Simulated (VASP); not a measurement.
# Rh (Pm-3m) in VASP: notebook

The runs below take Rh through single point, with revPBE.

Program: VASP 6.6.1. These are calculated values, not measurements. Logs are shortened: lines on timing, memory, paths and dates and some standing lists are left out, and cuts for length are marked.

## (1) The cell of the first run

It takes space group Pm-3m (No. 221, cubic). The conventional cell has a = 2.551 Å, b = 2.551 Å, c = 2.551 Å, α = 90.00°, β = 90.00°, γ = 90.00°. Within 3.4 Å of Rh (site symmetry m-3m) lie 6 Rh at 2.55 Å.

## (2) Single point, revPBE

INCAR

```
SYSTEM = Rh
PREC     = Accurate       ! precision mode
ENCUT    = 520            ! plane-wave cutoff, eV
EDIFF    = 1E-6           ! SCF threshold, eV
ISMEAR   = -1             ! smearing method
SIGMA    = 0.1            ! smearing width, eV
LREAL    = .False.        ! projectors in reciprocal space
LASPH    = .True.         ! aspherical terms in the spheres
NELM     = 80             ! most SCF steps
ALGO     = Normal         ! electronic algorithm
ISIF     = 2              ! what is computed and relaxed
LWAVE    = .False.        ! write WAVECAR
LCHARG   = .True.         ! write CHGCAR
GGA      = RE             ! functional
LELF     = .True.         ! ELF
LVHAR    = .True.       
NBANDS   = 14             ! bands
```

KPOINTS

```
regular mesh
0
Gamma
  13 13 13
  0 0 0
```

POSCAR

```
Rh
1.0
    2.5508940649      0.0000000000      0.0000000000
    0.0000000000      2.5508940649      0.0000000000
    0.0000000000      0.0000000000      2.5508940649
Rh
1
Direct
    0.0000000000      0.0000000000      0.0000000000
```

Potentials or basis: VASP PAW PBE potentials, release 64 (Rh_pv).

Started as:

```bash
$ cat potpaw_PBE.64/Rh_pv/POTCAR > POTCAR
$ mpirun -np 1 vasp_std > vasp.out
```

OUTCAR:

```text
SYSTEM = Rh
   PREC = Accurate
   ENCUT = 520
   EDIFF = 1E-6
   ISMEAR = -1
   LREAL = .False.
   LASPH = .True.
   NELM = 80
   ISIF = 2
   GGA = RE

 ion  position               nearest neighbor table
   1  0.000  0.000  0.000-

  LATTYP: Found a simple cubic cell.
 ALAT       =     2.5508940649

  Lattice vectors:

 A1 = (   2.5508940649,   0.0000000000,   0.0000000000)
 A2 = (   0.0000000000,   2.5508940649,   0.0000000000)
 A3 = (   0.0000000000,   0.0000000000,   2.5508940649)

Analysis of symmetry for initial positions (statically):
=====================================================================
 Subroutine PRICEL returns:
 Original cell was already a primitive cell.

 Routine SETGRP: Setting up the symmetry group for a
 simple cubic supercell.

 Subroutine GETGRP returns: Found 48 space group operations
 (whereof 48 operations were pure point group operations)
 out of a pool of 48 trial point group operations.

The static configuration has the point symmetry O_h .

Analysis of symmetry for dynamics (positions and initial velocities):
=====================================================================
 Subroutine PRICEL returns:
 Original cell was already a primitive cell.

 Routine SETGRP: Setting up the symmetry group for a
 simple cubic supercell.

 Subroutine GETGRP returns: Found 48 space group operations
 (whereof 48 operations were pure point group operations)
 out of a pool of 48 trial point group operations.

The dynamic configuration has the point symmetry O_h .

 Subroutine INISYM returns: Found 48 space group operations
 (whereof 48 operations are pure point group operations),
 and found     1 'primitive' translations

----------------------------------------------------------------------------------------

                                     Primitive cell

  volume of cell :      16.5988

  direct lattice vectors                    reciprocal lattice vectors
     2.550894065  0.000000000  0.000000000     0.392019415  0.000000000  0.000000000
     0.000000000  2.550894065  0.000000000     0.000000000  0.392019415  0.000000000
     0.000000000  0.000000000  2.550894065     0.000000000  0.000000000  0.392019415

  length of vectors
     2.550894065  2.550894065  2.550894065     0.392019415  0.392019415  0.392019415

  position of ions in fractional coordinates (direct lattice)
     0.000000000  0.000000000  0.000000000

  ion indices of the primitive-cell ions
   primitive index   ion index
                 1           1

----------------------------------------------------------------------------------------

 KPOINTS: regular mesh

Automatic generation of k-mesh.
 Grid dimensions read from file:
 generate k-points for:   13   13   13

 Generating k-lattice:

  Cartesian coordinates                     Fractional coordinates (reciprocal lattice)
     0.030155340  0.000000000  0.000000000     0.076923077  0.000000000  0.000000000
     0.000000000  0.030155340  0.000000000     0.000000000  0.076923077  0.000000000
     0.000000000  0.000000000  0.030155340     0.000000000  0.000000000  0.076923077

  Length of vectors
     0.030155340  0.030155340  0.030155340

  Shift w.r.t. Gamma in fractional coordinates (k-lattice)
     0.000000000  0.000000000  0.000000000

 Subroutine IBZKPT returns following result:
 ===========================================

 Found     84 irreducible k-points:

 Following reciprocal coordinates:
            Coordinates               Weight
  0.000000  0.000000  0.000000      1.000000
  0.076923  0.000000  0.000000      6.000000
  0.153846  0.000000  0.000000      6.000000
  0.230769  0.000000  0.000000      6.000000
  0.307692  0.000000  0.000000      6.000000
  0.384615  0.000000  0.000000      6.000000
[... 16 lines left out ...]
  0.307692  0.307692  0.000000     12.000000
  0.384615  0.307692  0.000000     24.000000
 [... further k-points ...]
   k-points           NKPTS =     84   k-points in BZ     NKDIM =     84   number of bands    NBANDS=     14
   number of dos      NEDOS =    301   number of ions     NIONS =      1
   total plane-waves  NPLWV =   8000
   dimension x,y,z NGX =    20 NGY =   20 NGZ =   20
   dimension x,y,z NGXF=    40 NGYF=   40 NGZF=   40
   ions per type =               1
   NGX,Y,Z   is equivalent  to a cutoff of  13.03, 13.03, 13.03 a.u.
   NGXF,Y,Z  is equivalent  to a cutoff of  26.07, 26.07, 26.07 a.u.
 SYSTEM =  Rh
   PREC   = accura    normal or accurate (medium, high low for compatibility)
   ISTART =      0    job   : 0-new  1-cont  2-samecut
   ICHARG =      2    charge: 1-file 2-atom 10-const
   ISPIN  =      1    spin polarized calculation?
   LNONCOLLINEAR =      F non collinear calculations
   LSORBIT =      F    spin-orbit coupling
   LASPH  =      T    aspherical Exc in radial PAW
   ENCUT  =  520.0 eV  38.22 Ry    6.18 a.u.   4.74  4.74  4.74*2*pi/ulx,y,z
   NELM   =     80;   NELMIN=  2; NELMDL= -5     # of ELM steps
[... 58 lines left out ...]
      8       9.7007      0.00125
      9       9.7007      0.00125
     10      25.6895      0.00000
     11      25.6895      0.00000
     12      25.6895      0.00000
     13      30.2951      0.00000
     14      32.8468      0.00000

 k-point     2 :       0.0769    0.0000    0.0000
  band No.  band energies     occupation
      1     -37.0304      2.00000
      2     -36.9882      2.00000
      3     -36.9882      2.00000
      4       2.5726      2.00000
      5       4.0904      2.00000
      6       4.2091      2.00000
      7       9.5626      0.00499
      8       9.5626      0.00499
      9       9.7116      0.00113
     10      24.5503      0.00000
     11      25.9801      0.00000
     12      25.9801      0.00000
     13      30.2964      0.00000
     14      32.0950      0.00000

 k-point     3 :       0.1538    0.0000    0.0000
  band No.  band energies     occupation
      1     -37.1374      2.00000
      2     -36.9792      2.00000
      3     -36.9792      2.00000
      4       3.0054      2.00000
      5       4.1810      2.00000
      6       4.6917      2.00000
      7       9.1979      0.17481
      8       9.1979      0.17481
      9       9.7418      0.00083
     10      22.3477      0.00000
     11      26.7921      0.00000
     12      26.7921      0.00000
     13      30.2978      0.00000
     14      30.6708      0.00000

 k-point     4 :       0.2308    0.0000    0.0000
  band No.  band energies     occupation
      1     -37.2863      2.00000
      2     -36.9666      2.00000
      3     -36.9666      2.00000
      4       3.5515      2.00000
      5       4.3122      2.00000
      6       5.5528      2.00000
      7       8.7225      1.83495
      8       8.7225      1.83495
      9       9.7846      0.00054
     10      20.0651      0.00000
     11      27.9818      0.00000
     12      27.9818      0.00000
     13      29.1857      0.00000
     14      30.2984      0.00000

 k-point     5 :       0.3077    0.0000    0.0000
  band No.  band energies     occupation
      1     -37.4419      2.00000
      2     -36.9531      2.00000
      3     -36.9531      2.00000
      4       4.0811      2.00000
      5       4.4560      2.00000
      6       6.7301      2.00000
      7       8.2581      1.99827
      8       8.2581      1.99827
      9       9.8305      0.00034
     10      17.9873      0.00000
     11      27.9230      0.00000
[... 276 lines left out ...]
 k-point    22 :       0.4615    0.2308    0.0000
  band No.  band energies     occupation
      1     -37.6053      2.00000
      2     -37.2198      2.00000
      3     -36.9117      2.00000
      4       5.0004      2.00000
      5       5.1808      2.00000
      6       6.9302      2.00000
      7       7.8707      1.99996
      8       9.0198      0.72509
      9      11.6371      0.00000
     10      15.3693      0.00000
     11      25.1973      0.00000
     12      27.1950      0.00000
     13      29.7426      0.00000
     14      30.3023      0.00000

 k-point    23 :       0.3077    0.3077    0.0000
  band No.  band energies     occupation
      1     -37.3984      2.00000
      2     -37.3868      2.00000
      3     -36.9158      2.00000
      4       4.7643      2.00000
      5       5.1256      2.00000
      6       7.5946      2.00000
      7       8.4180      1.99148
      8       8.5588      1.96561
      9       9.4679      0.01279
     10      18.8302      0.00000
     11      22.0307      0.00000
     12      28.0908      0.00000
     13      30.3018      0.00000
     14      32.4296      0.00000

 k-point    24 :       0.3846    0.3077    0.0000
  band No.  band energies     occupation
      1     -37.5170      2.00000
      2     -37.3781      2.00000
      3     -36.9049      2.00000
      4       4.6172      2.00000
      5       5.1161      2.00000
      6       8.1420      1.99946
      7       8.1609      1.99935
      8       8.5625      1.96432
      9      10.8813      0.00000
     10      17.2490      0.00000
     11      22.5988      0.00000
     12      26.8592      0.00000
     13      30.3018      0.00000
     14      31.3180      0.00000

 [... further k-points ...]

------------------------ aborting loop because EDIFF is reached ----------------------------------------

  FORCE on cell =-STRESS in cart. coord.  units (eV):
  Direction    XX          YY          ZZ          XY          YZ          ZX
  --------------------------------------------------------------------------------------
  -------------------------------------------------------------------------------------
  Total        0.0015567      0.0015567      0.0015567     -0.0000000      0.0000000      0.0000000
  in kB        0.1502619      0.1502619      0.1502619     -0.0000000      0.0000000      0.0000000
  external PRESSURE =       0.1502619 kB  Pullay stress =       0.0000000 kB

 VOLUME and BASIS-vectors are now :
 -----------------------------------------------------------------------------
  energy-cutoff  :      520.00
  volume of cell :       16.60
      direct lattice vectors                 reciprocal lattice vectors
     2.550894065  0.000000000  0.000000000     0.392019415  0.000000000  0.000000000
     0.000000000  2.550894065  0.000000000     0.000000000  0.392019415  0.000000000
     0.000000000  0.000000000  2.550894065     0.000000000  0.000000000  0.392019415

 POSITION                                       TOTAL-FORCE (eV/Angst)
 -----------------------------------------------------------------------------------
      0.00000      0.00000      0.00000         0.000000      0.000000      0.000000
 -----------------------------------------------------------------------------------
    total drift:                                0.000000      0.000000      0.000000

  FREE ENERGIE OF THE ION-ELECTRON SYSTEM (eV)
  ---------------------------------------------------
  free  energy   TOTEN  =        -6.0121519035 eV

  energy  without entropy=       -5.9504391475  energy(sigma->0) =       -5.98129553
```

Run time: 17 s. Hardware: 1 thread of Intel Xeon 8259CL, shared host; peak memory 0.14 GiB.

What came out:

* Free energy: -6.0122 eV
* Pressure: 0.0 GPa

Levels at points of the mesh, in eV from the Fermi level:
```csv
k point,band 5,band 6,band 7,band 8,band 9,band 10,band 11,band 12
"(0.00, 0.00, 0.00)",-4.91,-4.91,0.74,0.74,0.74,16.73,16.73,16.73
```

Caveat: the PAW data sets were made with another functional, which shifts forces and pressure a little.

## (3) Single point, revPBE (volume scaled by 0.88)

INCAR

```
PREC = Accurate ; ENCUT = 520
EDIFF = 1E-6 ; ISMEAR = -1
SIGMA = 0.1 ; LREAL = F
LASPH = T ; NELM = 60
ALGO = Normal ; ISIF = 2
LWAVE = F ; LCHARG = T
GGA = RE ; LELF = T
LVHAR = T ; NBANDS = 14
```

KPOINTS

```
Automatic mesh
0
Gamma
  14 14 14
```

POSCAR

```
Rh
1.0
    2.4444808952      0.0000000000      0.0000000000
    0.0000000000      2.4444808952      0.0000000000
    0.0000000000      0.0000000000      2.4444808952
Rh
1
Direct
    0.0000000000      0.0000000000      0.0000000000
```

Potentials or basis: VASP PAW PBE potentials, release 64 (Rh_pv).

Started as:

```bash
$ cat potpaw_PBE.64/Rh_pv/POTCAR > POTCAR
$ mpirun -np 1 vasp_std > vasp.out
```

Wall time 16 s (1 thread of Intel Xeon 8259CL, shared host); peak memory 0.13 GiB.

It converged, with:

```
Free energy : -5.8538 eV
Pressure    : 30.0 GPa
```

Levels at points of the mesh, in eV from the Fermi level:
```csv
k point,band 3,band 4,band 5,band 6,band 7,band 8,band 9,band 10,band 11,band 12
"(0.00, 0.00, 0.00)",-46.17,-7.44,-5.92,-5.92,0.90,0.90,0.90,17.65,17.65,17.65
"(0.50, 0.00, 0.00)",-46.08,-5.19,-4.86,-1.61,-1.61,-0.27,1.14,7.06,17.67,21.00
"(0.50, 0.50, 0.00)",-46.00,-6.55,-4.16,-1.12,-1.12,2.73,5.95,5.95,14.04,15.37
"(0.50, 0.50, 0.50)",-46.92,-5.22,-5.22,-5.22,2.90,2.90,9.90,13.21,13.21,13.21
```

Caveat: the PAW data sets were made with another functional, which shifts forces and pressure a little.

## (4) Single point, revPBE (volume scaled by 0.92)

INCAR

```
SYSTEM = Rh
PREC     = Accurate       ! precision mode
ENCUT    = 520            ! plane-wave cutoff, eV
EDIFF    = 1E-6           ! SCF threshold, eV
ISMEAR   = -1             ! smearing method
SIGMA    = 0.1            ! smearing width, eV
LREAL    = .False.        ! projectors in reciprocal space
LASPH    = .True.         ! aspherical terms in the spheres
NELM     = 60             ! most SCF steps
ALGO     = Normal         ! electronic algorithm
ISIF     = 2              ! what is computed and relaxed
LWAVE    = .False.        ! write WAVECAR
LCHARG   = .False.        ! write CHGCAR
GGA      = RE             ! functional
NBANDS   = 14             ! bands
```

KPOINTS

```
regular mesh
0
Gamma
  14 14 14
  0 0 0
```

POSCAR

```
Rh
1.0
    2.4809710644      0.0000000000      0.0000000000
    0.0000000000      2.4809710644      0.0000000000
    0.0000000000      0.0000000000      2.4809710644
Rh
1
Direct
    0.0000000000      0.0000000000      0.0000000000
```

Started as:

```bash
$ cat potpaw_PBE.64/Rh_pv/POTCAR > POTCAR
$ mpirun -np 1 vasp_std > vasp.out
```

Run time: 18 s. Hardware: 1 thread of Intel Xeon 8259CL, shared host; peak memory 0.13 GiB.

It converged, with:

```
Free energy : -5.9516 eV
Pressure    : 17.4 GPa
```

Levels at points of the mesh, in eV from the Fermi level:
| k point | band 3 | band 4 | band 5 | band 6 | band 7 | band 8 | band 9 | band 10 | band 11 | band 12 |
| --- | --- | --- | --- | --- | --- | --- | --- | --- | --- | --- |
| (0.00, 0.00, 0.00) | -46.10 | -7.14 | -5.56 | -5.56 | 0.83 | 0.83 | 0.83 | 17.32 | 17.32 | 17.32 |
| (0.50, 0.00, 0.00) | -46.03 | -4.88 | -4.62 | -1.50 | -1.50 | -0.15 | 1.06 | 6.68 | 17.63 | 21.11 |
| (0.50, 0.50, 0.00) | -45.96 | -6.11 | -3.93 | -1.05 | -1.05 | 2.54 | 5.83 | 5.83 | 13.69 | 14.60 |
| (0.50, 0.50, 0.50) | -46.76 | -4.87 | -4.87 | -4.87 | 2.69 | 2.69 | 10.03 | 12.73 | 12.73 | 12.73 |

Caveat: the PAW data sets were made with another functional, which shifts forces and pressure a little.

## (5) Single point, revPBE (volume scaled by 0.96)

INCAR

```
  ALGO = Normal
  EDIFF = 1E-6
  ENCUT = 520
  GGA = RE
  ISIF = 2
  ISMEAR = -1
  LASPH = True
  LCHARG = False
  LREAL = False
  LWAVE = False
  NBANDS = 14
  NELM = 60
  PREC = Accurate
  SIGMA = 0.1
```

KPOINTS

```
k-points
0
Gamma
  14 14 14
```

POSCAR

```
Rh
1.0
    2.5164182973      0.0000000000      0.0000000000
    0.0000000000      2.5164182973      0.0000000000
    0.0000000000      0.0000000000      2.5164182973
Rh
1
Direct
    0.0000000000      0.0000000000      0.0000000000
```

Started as:

```bash
$ cat potpaw_PBE.64/Rh_pv/POTCAR > POTCAR
$ mpirun -np 1 vasp_std > vasp.out
```

It took 25 s on 1 thread of Intel Xeon 8259CL, shared host; peak memory 0.14 GiB.

It converged, with:

```yaml
Free_energy: -6.0030 eV
Pressure: 7.6 GPa
```

Levels at points of the mesh, in eV from the Fermi level:
| k point | band 3 | band 4 | band 5 | band 6 | band 7 | band 8 | band 9 | band 10 | band 11 | band 12 |
| --- | --- | --- | --- | --- | --- | --- | --- | --- | --- | --- |
| (0.00, 0.00, 0.00) | -46.04 | -6.85 | -5.23 | -5.23 | 0.77 | 0.77 | 0.77 | 17.00 | 17.00 | 17.00 |
| (0.50, 0.00, 0.00) | -45.97 | -4.59 | -4.40 | -1.40 | -1.40 | -0.04 | 0.98 | 6.34 | 17.57 | 21.22 |
| (0.50, 0.50, 0.00) | -45.91 | -5.72 | -3.72 | -0.98 | -0.98 | 2.37 | 5.71 | 5.71 | 13.36 | 13.90 |
| (0.50, 0.50, 0.50) | -46.61 | -4.56 | -4.56 | -4.56 | 2.51 | 2.51 | 10.14 | 12.30 | 12.30 | 12.30 |

Caveat: the PAW data sets were made with another functional, which shifts forces and pressure a little.

## (6) Single point, revPBE

INCAR

```
PREC     = Accurate       # precision mode
ENCUT    = 520            # plane-wave cutoff, eV
EDIFF    = 1E-6           # SCF threshold, eV
ISMEAR   = -1             # smearing method
SIGMA    = 0.1            # smearing width, eV
LREAL    = F              # projectors in reciprocal space
LASPH    = T              # aspherical terms in the spheres
NELM     = 80             # most SCF steps
ALGO     = Normal         # electronic algorithm
ISIF     = 2              # what is computed and relaxed
LWAVE    = F              # write WAVECAR
LCHARG   = T              # write CHGCAR
GGA      = RE             # functional
LELF     = T              # ELF
LVHAR    = T            
NBANDS   = 14             # bands
```

KPOINTS

```
regular mesh
0
Gamma
  14 14 14
```

POSCAR

```
Rh
1.0
    2.5508940649      0.0000000000      0.0000000000
    0.0000000000      2.5508940649      0.0000000000
    0.0000000000      0.0000000000      2.5508940649
Rh
1
Direct
    0.0000000000      0.0000000000      0.0000000000
```

Potentials or basis: VASP PAW PBE potentials, release 64 (Rh_pv).

Started as:

```bash
$ cat potpaw_PBE.64/Rh_pv/POTCAR > POTCAR
$ mpirun -np 1 vasp_std > vasp.out
```

It took 28 s on 1 thread of Intel Xeon 8259CL, shared host; peak memory 0.14 GiB.

Results (log left out):

* Free energy: -6.0182 eV
* Pressure: -0.1 GPa

Levels at points of the mesh, in eV from the Fermi level:
```tsv
k point	band 3	band 4	band 5	band 6	band 7	band 8	band 9	band 10	band 11	band 12
(0.00, 0.00, 0.00)	-45.98	-6.59	-4.94	-4.94	0.71	0.71	0.71	16.70	16.70	16.70
(0.50, 0.00, 0.00)	-45.92	-4.33	-4.19	-1.31	-1.31	0.06	0.91	6.03	17.49	21.11
(0.50, 0.50, 0.00)	-45.87	-5.37	-3.53	-0.92	-0.92	2.21	5.61	5.61	13.06	13.27
(0.50, 0.50, 0.50)	-46.48	-4.28	-4.28	-4.28	2.34	2.34	10.23	11.91	11.91	11.91
```

Caveat: the PAW data sets were made with another functional, which shifts forces and pressure a little.

## (7) Summary

| cell | k mesh | gap on the mesh (eV) | pressure (GPa) |
| --- | --- | --- | --- |
| a = 2.551 Å, 1 atom | 13 × 13 × 13 | none | 0.0 |
| a = 2.444 Å, 1 atom | 14 × 14 × 14 | none | 30.0 |
| a = 2.481 Å, 1 atom | 14 × 14 × 14 | none | 17.4 |
| a = 2.516 Å, 1 atom | 14 × 14 × 14 | none | 7.6 |
| a = 2.551 Å, 1 atom | 14 × 14 × 14 | none | -0.1 |

Alike in all rows: task single point; level revPBE; potentials or basis VASP PAW PBE potentials, release 64 (Rh_pv); no spin polarisation; cutoff (eV) 520; smearing fermi-dirac 0.1 eV.

Caveats: the PAW data sets were made with another functional, which shifts forces and pressure a little.

Total energies depend on the potentials used, so only differences within one code and one set of settings carry meaning.
